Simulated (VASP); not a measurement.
# HgSe (F-43m) in VASP: further runs

The runs below take HgSe through single point, relaxation of cell and atoms, with PBEsol.

Program: VASP 6.6.1. These are calculated values, not measurements. Logs are shortened: lines on timing, memory, paths and dates and some standing lists are left out, and cuts for length are marked.

### Step 1. The cell of the first run

Symmetry: F-43m, No. 216, cubic system. Conventional cell: a = 6.104 Å, b = 6.104 Å, c = 6.104 Å, α = 90.00°, β = 90.00°, γ = 90.00°. Within 3.5 Å of Hg (site symmetry -43m) lie 4 Se at 2.64 Å. Se (site symmetry -43m) has 4 Hg at 2.64 Å within 3.5 Å.

### Step 2. Single point, PBEsol

File INCAR:

```
SYSTEM = HgSe
ALGO = Normal ; EDIFF = 1E-6
ENCUT = 500 ; GGA = PS
GGA_COMPAT = .FALSE. ; ISIF = 2
ISMEAR = 0 ; LASPH = .TRUE.
LCHARG = .FALSE. ; LREAL = .FALSE.
LWAVE = .FALSE. ; NBANDS = 16
NELM = 120 ; PREC = Accurate
SIGMA = 0.1
```

File KPOINTS:

```
k-points
0
G
  6 6 6
  0 0 0
```

File POSCAR:

```
HgSe
1.0
    0.0000000000      3.0518486612      3.0518486612
    3.0518486612      0.0000000000      3.0518486612
    3.0518486612      3.0518486612      0.0000000000
Hg Se
1 1
Direct
    0.0000000000      0.0000000000      0.0000000000
    0.2500000000      0.2500000000      0.2500000000
```

Potentials or basis: VASP PAW PBE potentials, release 64 (Hg, Se).

The run is started by

```bash
$ cat potpaw_PBE.64/Hg/POTCAR potpaw_PBE.64/Se/POTCAR > POTCAR
$ mpirun -np 1 vasp_std > vasp.out
```

OUTCAR:

```text
SYSTEM = HgSe
   EDIFF = 1E-6
   ENCUT = 500
   GGA = PS
   ISIF = 2
   ISMEAR = 0
   LASPH = .TRUE.
   LREAL = .FALSE.
   NELM = 120
   PREC = Accurate

 ion  position               nearest neighbor table
   1  0.000  0.000  0.000-   2 2.64   2 2.64   2 2.64   2 2.64
   2  0.250  0.250  0.250-   1 2.64   1 2.64   1 2.64   1 2.64

  LATTYP: Found a face centered cubic cell.
 ALAT       =     6.1036973224

  Lattice vectors:

 A1 = (   0.0000000000,   3.0518486612,   3.0518486612)
 A2 = (   3.0518486612,   0.0000000000,   3.0518486612)
 A3 = (   3.0518486612,   3.0518486612,   0.0000000000)

Analysis of symmetry for initial positions (statically):
=====================================================================
 Subroutine PRICEL returns:
 Original cell was already a primitive cell.

 Routine SETGRP: Setting up the symmetry group for a
 face centered cubic supercell.

 Subroutine GETGRP returns: Found 24 space group operations
 (whereof 24 operations were pure point group operations)
 out of a pool of 48 trial point group operations.

The static configuration has the point symmetry T_d .

Analysis of symmetry for dynamics (positions and initial velocities):
=====================================================================
 Subroutine PRICEL returns:
 Original cell was already a primitive cell.

 Routine SETGRP: Setting up the symmetry group for a
 face centered cubic supercell.

 Subroutine GETGRP returns: Found 24 space group operations
 (whereof 24 operations were pure point group operations)
 out of a pool of 48 trial point group operations.

The dynamic configuration has the point symmetry T_d .

 Subroutine INISYM returns: Found 24 space group operations
 (whereof 24 operations are pure point group operations),
 and found     1 'primitive' translations

----------------------------------------------------------------------------------------

                                     Primitive cell

  volume of cell :      56.8485

  direct lattice vectors                    reciprocal lattice vectors
     0.000000000  3.051848661  3.051848661    -0.163835123  0.163835123  0.163835123
     3.051848661  0.000000000  3.051848661     0.163835123 -0.163835123  0.163835123
     3.051848661  3.051848661  0.000000000     0.163835123  0.163835123 -0.163835123

  length of vectors
     4.315965767  4.315965767  4.315965767     0.283770757  0.283770757  0.283770757

  position of ions in fractional coordinates (direct lattice)
     0.000000000  0.000000000  0.000000000
     0.250000000  0.250000000  0.250000000

  ion indices of the primitive-cell ions
   primitive index   ion index
                 1           1
                 2           2

----------------------------------------------------------------------------------------

 KPOINTS: k-points

Automatic generation of k-mesh.
 Grid dimensions read from file:
 generate k-points for:    6    6    6

 Generating k-lattice:

  Cartesian coordinates                     Fractional coordinates (reciprocal lattice)
    -0.027305854  0.027305854  0.027305854     0.166666667  0.000000000  0.000000000
     0.027305854 -0.027305854  0.027305854     0.000000000  0.166666667  0.000000000
     0.027305854  0.027305854 -0.027305854     0.000000000  0.000000000  0.166666667

  Length of vectors
     0.047295126  0.047295126  0.047295126

  Shift w.r.t. Gamma in fractional coordinates (k-lattice)
     0.000000000  0.000000000  0.000000000

 Subroutine IBZKPT returns following result:
 ===========================================

 Found     16 irreducible k-points:

 Following reciprocal coordinates:
            Coordinates               Weight
  0.000000  0.000000  0.000000      1.000000
  0.166667  0.000000  0.000000      8.000000
  0.333333  0.000000  0.000000      8.000000
  0.500000  0.000000  0.000000      4.000000
  0.166667  0.166667  0.000000      6.000000
  0.333333  0.166667  0.000000     24.000000
[... 8 lines left out ...]
 -0.333333  0.333333  0.166667     24.000000
 -0.333333  0.500000  0.166667     12.000000
   k-points           NKPTS =     16   k-points in BZ     NKDIM =     16   number of bands    NBANDS=     16
   number of dos      NEDOS =    301   number of ions     NIONS =      2
   total plane-waves  NPLWV =  32768
   dimension x,y,z NGX =    32 NGY =   32 NGZ =   32
   dimension x,y,z NGXF=    64 NGYF=   64 NGZF=   64
   ions per type =               1   1
   NGX,Y,Z   is equivalent  to a cutoff of  12.33, 12.33, 12.33 a.u.
   NGXF,Y,Z  is equivalent  to a cutoff of  24.65, 24.65, 24.65 a.u.
 SYSTEM =  HgSe
   PREC   = accura    normal or accurate (medium, high low for compatibility)
   ISTART =      0    job   : 0-new  1-cont  2-samecut
   ICHARG =      2    charge: 1-file 2-atom 10-const
   ISPIN  =      1    spin polarized calculation?
   LNONCOLLINEAR =      F non collinear calculations
   LSORBIT =      F    spin-orbit coupling
   LASPH  =      T    aspherical Exc in radial PAW
   ENCUT  =  500.0 eV  36.75 Ry    6.06 a.u.   7.87  7.87  7.87*2*pi/ulx,y,z
   NELM   =    120;   NELMIN=  2; NELMDL= -5     # of ELM steps
   EDIFF  = 0.1E-05   stopping-criterion for ELM
   LREAL  =      F    real-space projection
   EDIFFG = 0.1E-04   stopping-criterion for IOM
   NSW    =      0    number of steps for IOM
   IBRION =     -1    ionic relax: 0-MD 1-quasi-New 2-CG
   NFREE  =      0    steps in history (QN), initial steepest desc. (CG)
   ISIF   =      2    stress and relaxation
   ISYM   =      2    0-nonsym 1-usesym 2-fastsym
   POTIM  = 0.5000    time-step for ionic-motion
   TEBEG  =    0.0;   TEEND  =   0.0 temperature during run
   PSTRESS=    0.0 pullay stress
   NELECT =      18.0000    total number of electrons
   NUPDOWN=      -1.0000    fix difference up-down
   EMIN   =  10.00;   EMAX   =-10.00  energy-range for DOS
   EFERMI =   0.00;   METHOD = LEGACY
   ISMEAR =     0;   SIGMA  =   0.10  broadening in eV -4-tet -1-fermi 0-gaus
   EFERMI_NEDOS =   21; number of points for ismear=-14 and -15
   IALGO  =     38    algorithm
   IMIX   =      4    mixing-type and parameters
     AMIX     =   0.40;   BMIX     =  1.00
     AMIX_MAG =   1.60;   BMIX_MAG =  1.00
  volume/ion in A,a.u.               =      28.42       191.82
  Fermi-wavevector in a.u.,A,eV,Ry     =   1.115816  2.108587 16.939877  1.245046
  Thomas-Fermi vector in A             =   2.252424
   LORBIT       =      0    0 simple, 1 ext, 2 COOP (PROOUT), +10 PAW based schemes
   GGA     = PS    functional components
   LHFCALC =     F    Hartree Fock is set to
   AEXX    =    0.0000 exact exchange contribution
   IVDW    =     0    specifies the selected vdW correction
   LEPSILON=     F    determine dielectric tensor
   LRPA    =     F    only Hartree local field effects (RPA)
 non-spin polarized calculation
 Gauss-broadening in eV      SIGMA  =   0.10
  energy-cutoff  :      500.00
  volume of cell :       56.85
 maximum number of plane-waves:      1459
   NGX = 15   NGY = 15   NGZ = 15

 number of electron      18.0000004 magnetization

 Free energy of the ion-electron system (eV)
  ---------------------------------------------------
  ext. energy  EPLUGINS =         0.00000000
  ---------------------------------------------------
  free energy    TOTEN  =        -4.79833631 eV

  energy without entropy =       -4.79762152  energy(sigma->0) =       -4.79797891

 E-fermi :   1.5451     XC(G=0):  -9.2049

 val. band max:        1.5145816803   @ k =   0.0000   0.0000   0.0000
 cond. band min:       2.2782052740   @ k =   0.1667   0.0000   0.0000
 fundamental gap:      0.7636235936
 Fermi energy:         1.5450538542

 k-point     1 :       0.0000    0.0000    0.0000
  band No.  band energies     occupation
      1     -11.9039      2.00000
      2      -5.6002      2.00000
      3      -5.6002      2.00000
      4      -5.6002      2.00000
      5      -4.8667      2.00000
      6      -4.8667      2.00000
[... 8 lines left out ...]
     15      12.7682      0.00000
     16      12.7682      0.00000

 k-point     2 :       0.1667    0.0000    0.0000
  band No.  band energies     occupation
      1     -11.7908      2.00000
      2      -5.5495      2.00000
      3      -5.5495      2.00000
      4      -5.5456      2.00000
      5      -4.8693      2.00000
      6      -4.8693      2.00000
[... 8 lines left out ...]
     15      11.6689      0.00000
     16      11.6689      0.00000

 k-point     3 :       0.3333    0.0000    0.0000
  band No.  band energies     occupation
      1     -11.5541      2.00000
      2      -5.4633      2.00000
      3      -5.4633      2.00000
      4      -5.2209      2.00000
      5      -4.8484      2.00000
      6      -4.8484      2.00000
[... 8 lines left out ...]
     15      11.9611      0.00000
     16      11.9611      0.00000

 k-point     4 :       0.5000    0.0000    0.0000
  band No.  band energies     occupation
      1     -11.4304      2.00000
      2      -5.4314      2.00000
      3      -5.4314      2.00000
      4      -4.8203      2.00000
      5      -4.8203      2.00000
      6      -4.5532      2.00000
[... 8 lines left out ...]
     15      13.2489      0.00000
     16      13.2489      0.00000

 k-point     5 :       0.1667    0.1667    0.0000
  band No.  band energies     occupation
      1     -11.7530      2.00000
      2      -5.5969      2.00000
      3      -5.4974      2.00000
      4      -5.4974      2.00000
      5      -4.9050      2.00000
      6      -4.8393      2.00000
[... 8 lines left out ...]
     15      12.1027      0.00000
     16      12.8553      0.00000

 k-point     6 :       0.3333    0.1667    0.0000
  band No.  band energies     occupation
      1     -11.5564      2.00000
      2      -5.5025      2.00000
      3      -5.3942      2.00000
      4      -5.3299      2.00000
      5      -4.8909      2.00000
      6      -4.8147      2.00000
[... 8 lines left out ...]
     15      12.7428      0.00000
     16      12.8312      0.00000

 k-point     7 :       0.5000    0.1667    0.0000
  band No.  band energies     occupation
      1     -11.3924      2.00000
      2      -5.4175      2.00000
      3      -5.3518      2.00000
      4      -4.9630      2.00000
      5      -4.8127      2.00000
      6      -4.6181      2.00000
[... 8 lines left out ...]
     15      12.7513      0.00000
     16      13.3867      0.00000

 k-point     8 :      -0.3333    0.1667    0.0000
  band No.  band energies     occupation
      1     -11.4337      2.00000
      2      -5.4090      2.00000
      3      -5.3909      2.00000
      4      -5.0048      2.00000
      5      -4.8695      2.00000
      6      -4.7645      2.00000
[... 8 lines left out ...]
     15      12.0025      0.00000
     16      13.1551      0.00000

 k-point     9 :      -0.1667    0.1667    0.0000
  band No.  band energies     occupation
      1     -11.6355      2.00000
      2      -5.4895      2.00000
      3      -5.4740      2.00000
      4      -5.4135      2.00000
      5      -4.8966      2.00000
      6      -4.8303      2.00000
[... 8 lines left out ...]
     15      11.9579      0.00000
     16      12.6366      0.00000

 k-point    10 :       0.3333    0.3333    0.0000
  band No.  band energies     occupation
      1     -11.4365      2.00000
      2      -5.5067      2.00000
      3      -5.2521      2.00000
      4      -5.2521      2.00000
      5      -4.8705      2.00000
      6      -4.7837      2.00000
[... 8 lines left out ...]
     15      13.0717      0.00000
     16      15.0812      0.00000

 k-point    11 :       0.5000    0.3333    0.0000
  band No.  band energies     occupation
      1     -11.3128      2.00000
      2      -5.4090      2.00000
      3      -5.1842      2.00000
      4      -5.1209      2.00000
      5      -4.7844      2.00000
      6      -4.5781      2.00000
[... 8 lines left out ...]
     15      13.5658      0.00000
     16      14.3808      0.00000

 k-point    12 :      -0.3333    0.3333    0.0000
  band No.  band energies     occupation
      1     -11.3124      2.00000
      2      -5.3742      2.00000
      3      -5.2489      2.00000
      4      -4.9460      2.00000
      5      -4.8436      2.00000
      6      -4.4725      2.00000
[... 8 lines left out ...]
     15      12.2494      0.00000
     16      14.9500      0.00000

 k-point    13 :       0.5000    0.5000    0.0000
  band No.  band energies     occupation
      1     -11.2711      2.00000
      2      -5.4507      2.00000
      3      -5.1010      2.00000
      4      -5.1010      2.00000
      5      -4.7556      2.00000
      6      -4.5111      2.00000
[... 8 lines left out ...]
     15      13.2102      0.00000
     16      14.5094      0.00000

 k-point    14 :       0.5000    0.3333    0.1667
  band No.  band energies     occupation
      1     -11.3947      2.00000
      2      -5.3887      2.00000
      3      -5.3277      2.00000
      4      -5.1238      2.00000
      5      -4.8263      2.00000
      6      -4.7456      2.00000
[... 8 lines left out ...]
     15      13.3992      0.00000
     16      14.1009      0.00000

 k-point    15 :      -0.3333    0.3333    0.1667
  band No.  band energies     occupation
      1     -11.3124      2.00000
      2      -5.3455      2.00000
      3      -5.2777      2.00000
      4      -4.9319      2.00000
      5      -4.8819      2.00000
      6      -4.4220      2.00000
[... 8 lines left out ...]
     15      13.0735      0.00000
     16      14.1720      0.00000

 k-point    16 :      -0.3333    0.5000    0.1667
  band No.  band energies     occupation
      1     -11.2718      2.00000
      2      -5.3463      2.00000
      3      -5.1874      2.00000
      4      -5.0376      2.00000
      5      -4.8316      2.00000
      6      -4.3249      2.00000
[... 8 lines left out ...]
     15      13.8829      0.00000
     16      13.9907      0.00000

------------------------ aborting loop because EDIFF is reached ----------------------------------------

  FORCE on cell =-STRESS in cart. coord.  units (eV):
  Direction    XX          YY          ZZ          XY          YZ          ZX
  --------------------------------------------------------------------------------------
  -------------------------------------------------------------------------------------
  Total        0.3995282      0.3995282      0.3995282     -0.0000000     -0.0000000      0.0000000
  in kB       11.2600166     11.2600166     11.2600166     -0.0000000     -0.0000000      0.0000000
  external PRESSURE =      11.2600166 kB  Pullay stress =       0.0000000 kB

 VOLUME and BASIS-vectors are now :
 -----------------------------------------------------------------------------
  energy-cutoff  :      500.00
  volume of cell :       56.85
      direct lattice vectors                 reciprocal lattice vectors
     0.000000000  3.051848661  3.051848661    -0.163835123  0.163835123  0.163835123
     3.051848661  0.000000000  3.051848661     0.163835123 -0.163835123  0.163835123
     3.051848661  3.051848661  0.000000000     0.163835123  0.163835123 -0.163835123

 POSITION                                       TOTAL-FORCE (eV/Angst)
 -----------------------------------------------------------------------------------
      0.00000      0.00000      0.00000         0.000000     -0.000000     -0.000000
      1.52592      1.52592      1.52592        -0.000000      0.000000      0.000000
 -----------------------------------------------------------------------------------
    total drift:                               -0.000000     -0.000000     -0.000000

  FREE ENERGIE OF THE ION-ELECTRON SYSTEM (eV)
  ---------------------------------------------------
  free  energy   TOTEN  =        -4.7983363071 eV

  energy  without entropy=       -4.7976215193  energy(sigma->0) =       -4.79797891
```

It took 6.7 s on 1 thread of Intel Xeon 6975P-C (Granite Rapids), shared host; peak memory 0.17 GiB.

What came out:

* Free energy: -4.7983 eV
* Pressure: 1.1 GPa
* Band gap on the k mesh: zero (filled and empty bands touch)

Caveat: the PAW data sets were made with another functional, which shifts forces and pressure a little; spin-orbit coupling is left out, which moves the levels of the heavy elements.

### Step 3. Single point, PBEsol

This run uses another cell than the first one, of 28.84 Å³/atom, 1.015 times its volume.

INCAR is that of step 2.

File KPOINTS:

```
k-points
0
G
  12 12 12
  0 0 0
```

File POSCAR:

```
HgSe
1.0
    0.0000000000      3.0666017095      3.0666017095
    3.0666017095      0.0000000000      3.0666017095
    3.0666017095      3.0666017095      0.0000000000
Hg Se
1 1
Direct
    0.0000000000      0.0000000000      0.0000000000
    0.2500000000      0.2500000000      0.2500000000
```

Potentials or basis: VASP PAW PBE potentials, release 64 (Hg, Se).

The run is started by

```bash
$ cat potpaw_PBE.64/Hg/POTCAR potpaw_PBE.64/Se/POTCAR > POTCAR
$ mpirun -np 1 vasp_std > vasp.out
```

Run time: 19 s. Hardware: 1 thread of Intel Xeon 6975P-C (Granite Rapids), shared host; peak memory 0.21 GiB.

It converged, with:

```
Free energy            : -4.8105 eV
Pressure               : 0.3 GPa
Band gap on the k mesh : zero (filled and empty bands touch)
```

Levels at points of the mesh, in eV from the Fermi level:
```tsv
k point	band 5	band 6	band 7	band 8	band 9	band 10	band 11	band 12	band 13	band 14
(0.00, 0.00, 0.00)	-6.38	-6.38	-1.13	-0.07	-0.07	-0.07	5.38	5.38	5.38	8.20
(0.50, 0.00, 0.00)	-6.34	-6.08	-5.47	-1.01	-1.01	0.96	6.12	6.12	6.77	8.99
(0.50, 0.50, 0.00)	-6.28	-6.04	-5.08	-2.29	-2.29	2.63	2.86	8.21	9.59	9.59
```

Caveat: the PAW data sets were made with another functional, which shifts forces and pressure a little; spin-orbit coupling is left out, which moves the levels of the heavy elements.

(Continued in part 2 of 2.)
